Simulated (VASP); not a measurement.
The system is Se.

```xyz
2
Lattice="3.4466 0.0000 0.0000 -1.7233 2.9849 0.0000 0.0000 0.0000 5.5940" Properties=species:S:1:pos:R:3 pbc="T T T"
Se    0.0000    1.9899    1.3985
Se    1.7233    0.9950    4.1955
```

This isn't the form of Se at room conditions, which is trigonal, of chains.

* Program: VASP 6.6.1
* Task: relaxation of cell and atoms
* Functional: PBE
* Potentials or basis: VASP PAW PBE potentials, release 64 (Se)
* Cutoff: 600 eV
* k mesh: 6 × 6 × 4
* Occupations: gaussian, width 0.1 eV
* Spin: no spin polarisation

At the start: pressure -10.4 GPa; volume 28.77 Å³/atom.

Q: How do energy, volume and symmetry change on relaxing?

A: Over 16 steps the energy falls by 722.3 meV/atom and the volume is 22.02 Å³/atom (-23.5 %); space group P6_3/mmc (No. 194, to 0.1 Å) before and after.

The path:
```csv
step,energy change (eV),largest force (eV/Å),pressure (GPa),volume (Å³)
1,0.0000,0.0000,-10.41,57.55
2,-0.7857,0.0000,-3.23,43.31
3,-0.8238,0.0000,0.58,40.84
4,-0.8241,0.0000,1.13,40.54
5,-1.0254,0.0000,1.81,39.96
6,-1.2218,0.0000,13.35,37.39
7,-1.2476,0.0000,8.53,38.26
8,-1.2592,0.0000,10.28,37.90
9,-1.3043,0.0000,9.41,38.49
10,-1.3412,0.0000,8.65,39.47
11,-1.3182,0.0000,7.29,41.31
12,-1.3498,0.0000,7.96,40.31
13,-1.4024,0.0000,5.00,41.47
14,-1.4441,0.0000,0.48,43.67
15,-1.4447,0.0000,-0.02,43.96
16,-1.4447,0.0000,-0.14,44.04
```

Final structure:
```cif
data_structure
_symmetry_space_group_name_H-M 'P 1'
_symmetry_Int_Tables_number 1
_cell_length_a 3.6079
_cell_length_b 3.6079
_cell_length_c 3.9063
_cell_angle_alpha 90.000
_cell_angle_beta 90.000
_cell_angle_gamma 120.000
_cell_volume 44.04
loop_
_atom_site_label
_atom_site_type_symbol
_atom_site_fract_x
_atom_site_fract_y
_atom_site_fract_z
_atom_site_occupancy
Se1 Se 0.33333 0.66667 0.25000 1
Se2 Se 0.66667 0.33333 0.75000 1
```

Caveat: the volume moved by over 15 % at a fixed basis, so the end points are rough.
